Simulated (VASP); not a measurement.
A run of VASP 6.6.1 is set up as follows.

The input INCAR:

```
SYSTEM = VOs
  PREC = Accurate
  ENCUT = 520
  EDIFF = 1E-6
  ISMEAR = -1
  SIGMA = 0.1
  LREAL = .FALSE.
  LASPH = .TRUE.
  NELM = 150
  ALGO = Normal
  ISIF = 2
  LWAVE = .FALSE.
  LCHARG = .FALSE.
  ISPIN = 2
  MAGMOM = 1.13 0.17
  LORBIT = 11
  NUPDOWN = 1.4
  LMAXMIX = 4
  NBANDS = 22
```

File KPOINTS:

```
Automatic mesh
0
G
  11 11 11
  0 0 0
```

The input POSCAR:

```
VOs
1.0
    3.0165740000      0.0000000000      0.0000000000
    0.0000000000      3.0165740000      0.0000000000
    0.0000000000      0.0000000000      3.0165740000
V Os
1 1
Direct
    0.0000000000      0.0000000000      0.0000000000
    0.5000000000      0.5000000000      0.5000000000
```

Potentials or basis: VASP PAW LDA potentials, release 64 (V_sv, Os).

Launch:

```sh
$ cat potpaw_LDA.64/V_sv/POTCAR potpaw_LDA.64/Os/POTCAR > POTCAR
$ mpirun -np 1 vasp_std > vasp.out
```

(1) Predict the pressure.

Answers

(1) -9.5 GPa.

Caveat: the total moment is fixed, so each spin has its own Fermi level.
